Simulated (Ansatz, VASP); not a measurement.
**CdTe: VASP beside Ansatz**

```
Cd Te
1.0
     4.69193    0.00000    0.00000
     0.00000    4.69193    0.00000
     0.00000    0.00000    6.94208
Cd Te
2 2
Direct
  0.00000 0.00000 0.00000
  0.50000 0.50000 0.00000
  0.50000 0.00000 0.74642
  0.00000 0.50000 0.25358
```

Change from the starting cell: ordered vacancies on the cation sites of antifluorite (P4/nmm, No. 129).

Alike in both runs: task relaxation of cell and atoms; functional PBE; k mesh 6 × 6 × 4; occupations gaussian, width 0.02 eV; no spin polarisation.

|  | VASP | Ansatz |
| --- | --- | --- |
| version | VASP 6.6.1 | Ansatz 0.2.0 |
| potentials or method | VASP PAW PBE potentials, release 64 (Cd, Te), cutoff 600 eV | scalar-relativistic, plane waves, PAW |
| valence electrons in the cell | 36 | 72 |

|  | VASP | Ansatz | Ansatz less VASP |
| --- | --- | --- | --- |
| gap on the k mesh at the Fermi level, each at its own relaxed structure (eV) | 0.86 | 0.93 | +0.068 |
| relaxed volume (Å³/atom) | 35.29 | 35.89 | +0.602 |
| relaxed length of the cell vector where the two differ most in proportion (Å) | 6.366 | 6.493 | +0.1276 |

VASP's potentials hold 36 valence electrons a cell and Ansatz's 72, so a difference there can come from the potentials and not from the codes.

Neither program's run includes spin-orbit coupling.
